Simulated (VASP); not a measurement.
Set up this calculation in VASP 6.6.1, as the native input.

| Item | Value |
| --- | --- |
| Task | single point |
| Functional | r2SCAN |
| Potentials or basis | VASP PAW PBE potentials, release 64 (Ag) |
| Cutoff | 520 eV |
| k mesh | 20 × 20 × 20 |
| Occupations | gaussian, width 0.15 eV |
| Spin | no spin polarisation |
| Dipole correction | no |
| Further INCAR settings | ALGO = Normal; EDIFF = 1e-06; NBANDS = 12 |

The system is Ag.

```
Ag
1.0
     0.00000    2.04310    1.99202
     2.04310    0.00000    1.99202
     2.04310    2.04310    0.00000
Ag
1
Direct
  0.00000 0.00000 0.00000
```

This cell differs from its parent crystal: strain -0.0250 x Voigt [0, 0, 1, 0, 0, 0].

The input as run:

POSCAR

```
Ag
1.0
    0.0000000000      2.0431000000      1.9920225000
    2.0431000000      0.0000000000      1.9920225000
    2.0431000000      2.0431000000      0.0000000000
Ag
1
Direct
    0.0000000000      0.0000000000      0.0000000000
```

INCAR.step1

```
  PREC = Accurate
  ENCUT = 520
  ISMEAR = 0
  SIGMA = 0.15
  LREAL = F
  LASPH = T
  NELM = 100
  NBANDS = 12
  GGA = PE
  ALGO = Normal
  EDIFF = 1E-4
  LWAVE = T
  LCHARG = F
```

INCAR.step2

```
  PREC = Accurate
  ENCUT = 520
  EDIFF = 1E-6
  ISMEAR = 0
  SIGMA = 0.15
  LREAL = F
  LASPH = T
  NELM = 100
  ALGO = Normal
  ISIF = 2
  LWAVE = F
  LCHARG = F
  METAGGA = R2SCAN
  LMIXTAU = T
  NBANDS = 12
  ISTART = 1
```

KPOINTS

```
Automatic mesh
0
Gamma
  20 20 20
```

Potentials or basis: VASP PAW PBE potentials, release 64 (Ag).

The run is started by

```console
$ cat potpaw_PBE.64/Ag/POTCAR > POTCAR
$ cp INCAR.step1 INCAR
$ mpirun -np 1 vasp_std > vasp.out
$ cp INCAR.step2 INCAR
$ mpirun -np 1 vasp_std > vasp.out
```

Results of the run:

```yaml
Pressure: 4.7 GPa
Band_gap_on_the_k_mesh: zero (an odd number of electrons rules out a gap without spin polarisation)
```

Caveat: the cell differs from its parent crystal (strain -0.0250 x Voigt [0, 0, 1, 0, 0, 0]); the cell stands under pressure; the PAW data sets were made with another functional, which shifts forces and pressure a little.

Run time: 2.2 min on 1 thread of Intel(R) Xeon(R) 6975P-C (Granite Rapids), with other jobs on the host, peak memory 0.25 GiB.
